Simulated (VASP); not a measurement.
# ZrPbI6 (P1) in VASP: single point with PBEsol

Aim: the single point of ZrPbI6 with PBEsol.

Everything below comes from runs of VASP 6.6.1. Logs are shortened: lines on timing, memory, paths and dates and some standing lists are left out, and cuts for length are marked.

## 1. The cell of the first run

The typed cell holds 8 atoms: a = 7.371 Å, b = 7.371 Å, c = 7.939 Å, α = 62.32°, β = 62.33°, γ = 59.99°.

## 2. Single point, PBEsol

The input, INCAR:

```
SYSTEM = ZrPbI6
ALGO     = Normal         ! electronic algorithm
EDIFF    = 1E-7           ! SCF threshold, eV
ENCUT    = 520            ! plane-wave cutoff, eV
GGA      = PS             ! functional
ISIF     = 2              ! what is computed and relaxed
ISMEAR   = -1             ! smearing method
LASPH    = .TRUE.         ! aspherical terms in the spheres
LCHARG   = .FALSE.        ! write CHGCAR
LREAL    = .FALSE.        ! projectors in reciprocal space
LWAVE    = .FALSE.        ! write WAVECAR
NBANDS   = 44             ! bands
NELM     = 60             ! most SCF steps
PREC     = Accurate       ! precision mode
SIGMA    = 0.05           ! smearing width, eV
```

The input, KPOINTS:

```
k-points
0
G
  4 4 4
  0 0 0
```

The input, POSCAR:

```
ZrPbI6
1.0
    0.0043157500      5.2153746161      5.2088035942
    5.2115408992      0.0004145229      5.2126915610
    5.6117340529      5.6021013495     -0.3958488005
Zr Pb I
1 1 6
Direct
    0.4995599395      0.5014629044      0.5004777257
   -0.0004810490      0.0015126455      0.0005371173
    0.5495683784      0.2782214255      0.2617888571
    0.4493893797      0.7242869329      0.7395840108
    0.2767036912      0.9134596273      0.2613655543
    0.7229952806      0.0894765575      0.7392173006
    0.0876336935      0.4514787127      0.7393007955
    0.9114828835      0.5516413918      0.2614778400
```

Potentials or basis: VASP PAW PBE potentials, release 64 (Zr_sv, Pb_d, I).

The run is started by

```sh
> cat potpaw_PBE.64/Zr_sv/POTCAR potpaw_PBE.64/Pb_d/POTCAR potpaw_PBE.64/I/POTCAR > POTCAR
> mpirun -np 1 vasp_std > vasp.out
```

OUTCAR:

```text
SYSTEM = ZrPbI6
   EDIFF = 1E-7
   ENCUT = 520
   GGA = PS
   ISIF = 2
   ISMEAR = -1
   LASPH = .TRUE.
   LREAL = .FALSE.
   NELM = 60
   PREC = Accurate

 ion  position               nearest neighbor table
   1  0.500  0.501  0.500-   7 2.84   5 2.84   4 2.84   6 2.84   8 2.84   3 2.84
   2  1.000  0.002  0.001-   8 3.20   3 3.20   6 3.20   7 3.20   4 3.20   5 3.20
   3  0.550  0.278  0.262-   1 2.84   2 3.20
   4  0.449  0.724  0.740-   1 2.84   2 3.20
   5  0.277  0.913  0.261-   1 2.84   2 3.20
   6  0.723  0.089  0.739-   1 2.84   2 3.20
   7  0.088  0.451  0.739-   1 2.84   2 3.20
   8  0.911  0.552  0.261-   1 2.84   2 3.20

  LATTYP: Found a triclinic cell.
 ALAT       =     7.3696009149
 B/A-ratio  =     1.0001911791
 C/A-ratio  =     1.0769816255
 COS(alpha) =     0.0000484969
 COS(beta)  =     0.4641745545
 COS(gamma) =     0.4998995859

  Lattice vectors:

 A1 = (  -5.2072251492,   5.2149600932,  -0.0038879668)
 A2 = (   0.0043157500,   5.2153746161,   5.2088035942)
 A3 = (   0.4001931537,   5.6016868266,  -5.6085403615)

Analysis of symmetry for initial positions (statically):
=====================================================================
 Subroutine PRICEL returns:
 Original cell was already a primitive cell.

 Routine SETGRP: Setting up the symmetry group for a
 triclinic supercell.

 Subroutine GETGRP returns: Found  1 space group operations
 (whereof  1 operations were pure point group operations)
 out of a pool of  2 trial point group operations.

The static configuration has the point symmetry C_1 .

Analysis of symmetry for dynamics (positions and initial velocities):
=====================================================================
 Subroutine PRICEL returns:
 Original cell was already a primitive cell.

 Routine SETGRP: Setting up the symmetry group for a
 triclinic supercell.

 Subroutine GETGRP returns: Found  1 space group operations
 (whereof  1 operations were pure point group operations)
 out of a pool of  2 trial point group operations.

The dynamic configuration has the point symmetry C_1 .

 Subroutine INISYM returns: Found  1 space group operations
 (whereof  1 operations are pure point group operations),
 and found     1 'primitive' translations

----------------------------------------------------------------------------------------

                                     Primitive cell

  volume of cell :     315.2565

  direct lattice vectors                    reciprocal lattice vectors
     0.004315750  5.215374616  5.208803594    -0.092629938  0.099332513  0.092601591
     5.211540899  0.000414523  5.212691561     0.099108963 -0.092724903  0.092759761
     5.611734053  5.602101349 -0.395848800     0.086228133  0.086035960 -0.086215941

  length of vectors
     7.371009829  7.371045518  7.939256570     0.164384635  0.164392419  0.149233595

  position of ions in fractional coordinates (direct lattice)
     0.499559940  0.501462904  0.500477726
     0.999518951  0.001512646  0.000537117
     0.549568378  0.278221425  0.261788857
     0.449389380  0.724286933  0.739584011
     0.276703691  0.913459627  0.261365554
     0.722995281  0.089476557  0.739217301
     0.087633694  0.451478713  0.739300796
     0.911482883  0.551641392  0.261477840

  ion indices of the primitive-cell ions
   primitive index   ion index
                 1           1
                 2           2
                 3           3
                 4           4
                 5           5
                 6           6
                 7           7
                 8           8

----------------------------------------------------------------------------------------

 KPOINTS: k-points

Automatic generation of k-mesh.
 Grid dimensions read from file:
 generate k-points for:    4    4    4

 Generating k-lattice:

  Cartesian coordinates                     Fractional coordinates (reciprocal lattice)
    -0.023157484  0.024833128  0.023150398     0.250000000  0.000000000  0.000000000
     0.024777241 -0.023181226  0.023189940    -0.000000000  0.250000000  0.000000000
     0.021557033  0.021508990 -0.021553985    -0.000000000  0.000000000  0.250000000

  Length of vectors
     0.041096159  0.041098105  0.037308399

  Shift w.r.t. Gamma in fractional coordinates (k-lattice)
     0.000000000  0.000000000  0.000000000

 Subroutine IBZKPT returns following result:
 ===========================================

 Found     36 irreducible k-points:

 Following reciprocal coordinates:
            Coordinates               Weight
  0.000000  0.000000  0.000000      1.000000
  0.250000  0.000000  0.000000      2.000000
  0.500000  0.000000  0.000000      1.000000
  0.000000  0.250000  0.000000      2.000000
  0.250000  0.250000  0.000000      2.000000
  0.500000  0.250000  0.000000      2.000000
[... 16 lines left out ...]
  0.000000 -0.250000  0.250000      2.000000
  0.250000 -0.250000  0.250000      2.000000
 [... further k-points ...]
   k-points           NKPTS =     36   k-points in BZ     NKDIM =     36   number of bands    NBANDS=     44
   number of dos      NEDOS =    301   number of ions     NIONS =      8
   total plane-waves  NPLWV = 188160
   dimension x,y,z NGX =    56 NGY =   56 NGZ =   60
   dimension x,y,z NGXF=   112 NGYF=  112 NGZF=  120
   ions per type =               1   1   6
   NGX,Y,Z   is equivalent  to a cutoff of  12.63, 12.63, 12.56 a.u.
   NGXF,Y,Z  is equivalent  to a cutoff of  25.26, 25.26, 25.13 a.u.
 SYSTEM =  ZrPbI6
   PREC   = accura    normal or accurate (medium, high low for compatibility)
   ISTART =      0    job   : 0-new  1-cont  2-samecut
   ICHARG =      2    charge: 1-file 2-atom 10-const
   ISPIN  =      1    spin polarized calculation?
   LNONCOLLINEAR =      F non collinear calculations
   LSORBIT =      F    spin-orbit coupling
   LASPH  =      T    aspherical Exc in radial PAW
   ENCUT  =  520.0 eV  38.22 Ry    6.18 a.u.  13.71 13.71 14.76*2*pi/ulx,y,z
   NELM   =     60;   NELMIN=  2; NELMDL= -5     # of ELM steps
   EDIFF  = 0.1E-06   stopping-criterion for ELM
   LREAL  =      F    real-space projection
   EDIFFG = 0.1E-05   stopping-criterion for IOM
   NSW    =      0    number of steps for IOM
   IBRION =     -1    ionic relax: 0-MD 1-quasi-New 2-CG
   NFREE  =      0    steps in history (QN), initial steepest desc. (CG)
   ISIF   =      2    stress and relaxation
   ISYM   =      2    0-nonsym 1-usesym 2-fastsym
   POTIM  = 0.5000    time-step for ionic-motion
   TEBEG  =    0.0;   TEEND  =   0.0 temperature during run
   PSTRESS=    0.0 pullay stress
   NELECT =      68.0000    total number of electrons
   NUPDOWN=      -1.0000    fix difference up-down
   EMIN   =  10.00;   EMAX   =-10.00  energy-range for DOS
   EFERMI =   0.00;   METHOD = LEGACY
   ISMEAR =    -1;   SIGMA  =   0.05  broadening in eV -4-tet -1-fermi 0-gaus
   EFERMI_NEDOS =   21; number of points for ismear=-14 and -15
   IALGO  =     38    algorithm
   IMIX   =      4    mixing-type and parameters
     AMIX     =   0.40;   BMIX     =  1.00
     AMIX_MAG =   1.60;   BMIX_MAG =  1.00
  volume/ion in A,a.u.               =      39.41       265.93
  Fermi-wavevector in a.u.,A,eV,Ry     =   0.981800  1.855333 13.115086  0.963932
  Thomas-Fermi vector in A             =   2.112834
   LORBIT       =      0    0 simple, 1 ext, 2 COOP (PROOUT), +10 PAW based schemes
   GGA     = PS    functional components
   LHFCALC =     F    Hartree Fock is set to
   AEXX    =    0.0000 exact exchange contribution
   IVDW    =     0    specifies the selected vdW correction
   LEPSILON=     F    determine dielectric tensor
   LRPA    =     F    only Hartree local field effects (RPA)
 non-spin polarized calculation
  energy-cutoff  :      520.00
  volume of cell :      315.26
 maximum number of plane-waves:      8526
 NGX is ok and might be reduce to    56
   NGX = 27   NGY = 27   NGZ = 29

 number of electron      68.0000000 magnetization

 Free energy of the ion-electron system (eV)
  ---------------------------------------------------
  ext. energy  EPLUGINS =         0.00000000
  ---------------------------------------------------
  free energy    TOTEN  =       -29.62774604 eV

  energy without entropy =      -29.62774538  energy(sigma->0) =      -29.62774571

 E-fermi :   3.5604     XC(G=0):  -8.5122

 val. band max:        2.9196455363   @ k =   0.0000   0.0000   0.0000
 cond. band min:       4.1744413942   @ k =   0.0000   0.5000   0.0000
 fundamental gap:      1.2547958579
 Fermi energy:         3.5604037436

 k-point     1 :       0.0000    0.0000    0.0000
  band No.  band energies     occupation
      1     -46.3782      2.00000
      2     -24.4081      2.00000
      3     -24.4080      2.00000
      4     -24.3976      2.00000
      5     -13.4022      2.00000
      6     -13.4021      2.00000
[... 36 lines left out ...]
     43       8.3310      0.00000
     44       9.0067      0.00000

 k-point     2 :       0.2500    0.0000    0.0000
  band No.  band energies     occupation
      1     -46.3782      2.00000
      2     -24.4081      2.00000
      3     -24.4080      2.00000
      4     -24.3976      2.00000
      5     -13.4022      2.00000
      6     -13.4020      2.00000
[... 36 lines left out ...]
     43       9.0588      0.00000
     44       9.1974      0.00000

 k-point     3 :       0.5000    0.0000    0.0000
  band No.  band energies     occupation
      1     -46.3782      2.00000
      2     -24.4081      2.00000
      3     -24.4081      2.00000
      4     -24.3976      2.00000
      5     -13.4022      2.00000
      6     -13.4019      2.00000
[... 976 lines left out ...]
     43       8.7306      0.00000
     44       9.2004      0.00000

 k-point    24 :       0.2500   -0.2500    0.2500
  band No.  band energies     occupation
      1     -46.3782      2.00000
      2     -24.4081      2.00000
      3     -24.4081      2.00000
      4     -24.3976      2.00000
      5     -13.4022      2.00000
      6     -13.4020      2.00000
[... 36 lines left out ...]
     43       8.6024      0.00000
     44       8.9674      0.00000

 [... further k-points ...]

------------------------ aborting loop because EDIFF is reached ----------------------------------------

  FORCE on cell =-STRESS in cart. coord.  units (eV):
  Direction    XX          YY          ZZ          XY          YZ          ZX
  --------------------------------------------------------------------------------------
  -------------------------------------------------------------------------------------
  Total        0.0094056      0.0073574      0.0193909     -0.0045309     -0.0042468     -0.0029862
  in kB        0.0478006      0.0373914      0.0985475     -0.0230265     -0.0215831     -0.0151765
  external PRESSURE =       0.0612465 kB  Pullay stress =       0.0000000 kB

 VOLUME and BASIS-vectors are now :
 -----------------------------------------------------------------------------
  energy-cutoff  :      520.00
  volume of cell :      315.26
      direct lattice vectors                 reciprocal lattice vectors
     0.004315750  5.215374616  5.208803594    -0.092629938  0.099332513  0.092601591
     5.211540899  0.000414523  5.212691561     0.099108963 -0.092724903  0.092759761
     5.611734053  5.602101349 -0.395848800     0.086228133  0.086035960 -0.086215941

 POSITION                                       TOTAL-FORCE (eV/Angst)
 -----------------------------------------------------------------------------------
      5.42410      5.40933      5.01797        -0.000043      0.000056      0.000671
      0.01521      5.21588      5.21397         0.000292     -0.000126      0.000191
      2.92142      4.33289      4.20925        -0.008037     -0.002047     -0.001190
      7.92694      6.48726      5.82350         0.007859      0.002264      0.003459
      6.22844      2.90769      6.09942         0.002124     -0.008179      0.001904
      4.61772      7.91190      3.93974        -0.002051      0.007544     -0.003540
      6.50204      4.59887      2.51723         0.003148     -0.002340     -0.008925
      4.34618      6.21878      7.51977        -0.003291      0.002828      0.007430
 -----------------------------------------------------------------------------------
    total drift:                                0.000028      0.000216     -0.000015

  FREE ENERGIE OF THE ION-ELECTRON SYSTEM (eV)
  ---------------------------------------------------
  free  energy   TOTEN  =       -29.6277460443 eV

  energy  without entropy=      -29.6277453798  energy(sigma->0) =      -29.62774571
```

Run time: 16 min. Hardware: 1 thread of Intel Xeon Platinum 8375C at 2.90GHz (Ice Lake), shared host; peak memory 0.74 GiB.

What came out:

```yaml
Free_energy: -29.6277 eV
Pressure: 0.0 GPa
Largest_force: 0.010 eV/Å
Band_gap_on_the_k_mesh: 1.25 eV (least direct gap 1.47 eV)
```

Forces on the atoms (eV/Å):
```
Zr   0.000  0.000  0.001
Pb   0.000  0.000  0.000
I   -0.008 -0.002 -0.001
I    0.008  0.002  0.003
I    0.002 -0.008  0.002
I   -0.002  0.008 -0.004
I    0.003 -0.002 -0.009
I   -0.003  0.003  0.007
```

Caveat: the PAW data sets were made with another functional, which shifts forces and pressure a little; spin-orbit coupling is left out, which moves the levels of the heavy elements. A k mesh can miss the band edges.
